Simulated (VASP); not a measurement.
PtC (zincblende type): electric field gradients with PBE

The system is PtC (zincblende type).

```
CELL_PARAMETERS angstrom
-0.03539 2.34169 2.34169
2.34169 -0.03539 2.34169
2.34169 2.34169 -0.03539
ATOMIC_POSITIONS crystal
Pt 0.00000 0.00000 0.00000
C 0.25000 0.25000 0.25000
```

This cell differs from its parent crystal: equal xy, yz and zx shear strains of -1.5 %.

```
Program                : VASP 6.6.1
Task                   : electric field gradients
Functional             : PBE
Potentials or basis    : VASP PAW PBE potentials, release 64 (Pt_sv_GW, C)
Cutoff                 : 520 eV
k mesh                 : 13 × 13 × 13
Occupations            : fermi-dirac, width 0.08 eV
Spin                   : no spin polarisation
Dipole correction      : no
Further INCAR settings : ALGO = Normal; EDIFF = 1e-08; NBANDS = 18
```

* Pressure: -1.5 GPa
* Largest force: 0.193 eV/Å
* Band gap on the k mesh: zero (bands 11 and 12 overlap by 4.30 eV)
* Largest electric field gradient by atom: Pt +22.2; C -1.1 V/Å²

Forces on the atoms (eV/Å):
```
Pt  -0.111 -0.111 -0.111
C    0.111  0.111  0.111
```

Stress tensor (GPa, compression positive):
```
-1.49  1.02  1.02
 1.02 -1.49  1.02
 1.02  1.02 -1.49
```

Levels at points of the mesh, in eV from the Fermi level:
| k point | band 8 | band 9 | band 10 | band 11 | band 12 | band 13 | band 14 | band 15 |
| --- | --- | --- | --- | --- | --- | --- | --- | --- |
| (0.00, 0.00, 0.00) | -7.27 | -3.90 | -3.90 | 2.79 | 4.56 | 4.56 | 4.67 | 12.09 |

Electric field gradients, principal values (V/Å²):
| atom | least | middle | greatest (by size) |
| --- | --- | --- | --- |
| 1 Pt | -11.123 | -11.123 | 22.245 |
| 2 C | 0.532 | 0.532 | -1.063 |

It took 3.6 min on 1 thread of Intel(R) Xeon(R) Platinum 8259CL CPU @ 2.50GHz (Skylake/Cascade Lake), with other jobs on the host, peak memory 0.26 GiB.

Caveat: the cell differs from its parent crystal (equal xy, yz and zx shear strains of -1.5 %); without QUAD_EFG the Cq values of the log hold for a quadrupole moment of 1 mb, not for the nuclei; spin-orbit coupling is left out, which moves the levels of the heavy elements.
